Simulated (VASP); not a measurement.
Cs3GaCl6:

```
Cs Ga Cl
1.0
     0.00000    5.66388    5.66388
     5.66388    0.00000    5.66388
     5.66388    5.66388    0.00000
Cs Ga Cl
3 1 6
Direct
  0.75000 0.75000 0.75000
  0.25000 0.25000 0.25000
  0.50000 0.50000 0.50000
  0.00000 0.00000 0.00000
  0.78795 0.21205 0.21205
  0.21205 0.21205 0.78795
  0.21205 0.78795 0.78795
  0.21205 0.78795 0.21205
  0.78795 0.21205 0.78795
  0.78795 0.78795 0.21205
```

* Program: VASP 6.6.1
* Task: relaxation of cell and atoms
* Functional: PBEsol
* Potentials or basis: VASP PAW PBE potentials, release 64 (Cs_sv, Ga_d, Cl)
* Cutoff: 600 eV
* k mesh: 4 × 4 × 4
* Occupations: gaussian, width 0.02 eV
* Spin: no spin polarisation

At the start: pressure -1.2 GPa; volume 36.34 Å³/atom.

Task: How do energy, volume and symmetry change on relaxing?

Result: Over 6 steps the energy falls by 9.2 meV/atom and the volume is 33.92 Å³/atom (-6.6 %); space group Fm-3m (No. 225, to 0.05 Å).

The path:
```
step  energy change (eV)  largest force (eV/Å)  pressure (GPa)  volume (Å³)
   1              0.0000                0.1665           -1.25       363.39
   2             -0.0738                0.1248           -0.29       348.69
   3             -0.0756                0.1817           -0.10       346.17
   4             -0.0844                0.1233           -0.07       343.85
   5             -0.0898                0.0560            0.05       336.97
   6             -0.0917                0.0044            0.01       339.24
```

Final structure:
```yaml
crystal:
  lattice:
    - [0.00000, 5.53555, 5.53555]
    - [5.53555, 0.00000, 5.53555]
    - [5.53555, 5.53555, 0.00000]
  atoms:
    - { symbol: Cs, position: [0.75000, 0.75000, 0.75000] }
    - { symbol: Cs, position: [0.25000, 0.25000, 0.25000] }
    - { symbol: Cs, position: [0.50000, 0.50000, 0.50000] }
    - { symbol: Ga, position: [0.00000, 0.00000, 0.00000] }
    - { symbol: Cl, position: [0.78652, 0.21348, 0.21348] }
    - { symbol: Cl, position: [0.21348, 0.21348, 0.78652] }
    - { symbol: Cl, position: [0.21348, 0.78652, 0.78652] }
    - { symbol: Cl, position: [0.21348, 0.78652, 0.21348] }
    - { symbol: Cl, position: [0.78652, 0.21348, 0.78652] }
    - { symbol: Cl, position: [0.78652, 0.78652, 0.21348] }
```

Caveat: the PAW data sets were made with another functional, which shifts forces and pressure a little.
